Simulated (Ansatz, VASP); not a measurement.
## Two plane-wave programs on Sb2Pt

```
Sb Pt
1.0
     6.44000    0.00000    0.00000
     0.00000    6.44000    0.00000
     0.00000    0.00000    6.44000
Sb Pt
8 4
Direct
  0.37500 0.37500 0.37500
  0.12500 0.62500 0.87500
  0.87500 0.12500 0.62500
  0.62500 0.87500 0.12500
  0.62500 0.62500 0.62500
  0.87500 0.37500 0.12500
  0.12500 0.87500 0.37500
  0.37500 0.12500 0.87500
  0.00000 0.00000 0.00000
  0.50000 0.00000 0.50000
  0.50000 0.50000 0.00000
  0.00000 0.50000 0.50000
```

Alike in both runs: task electric field gradients; functional PBE; k mesh 5 × 5 × 5; occupations fermi-dirac, width 0.05 eV; no spin polarisation.

|  | VASP | Ansatz |
| --- | --- | --- |
| version | VASP 6.6.1 | Ansatz 0.2.0 |
| potentials or method | VASP PAW PBE potentials, release 64 (Sb, Pt) | plane-wave PAW, scalar-relativistic |
| plane-wave cutoff (eV) | 520 | 420 |
| valence electrons in the cell | 80 | 192 |

Ansatz gave:

| Quantity | Value |
| --- | --- |
| pressure (GPa) | 6.2 |
| size of Vzz on the site where it differs most (V/Å²) | 69.9 |

Question: Estimate VASP's values.

Answer: Pressure (GPa): 5.9; size of Vzz on the site where it differs most (V/Å²): 20.2.

One of these differences is far larger than is usual between the two programs; its cause wasn't traced. VASP's potentials hold 80 valence electrons a cell and Ansatz's 192, so a difference there can come from the potentials and not from the codes.

Neither program's run includes spin-orbit coupling.
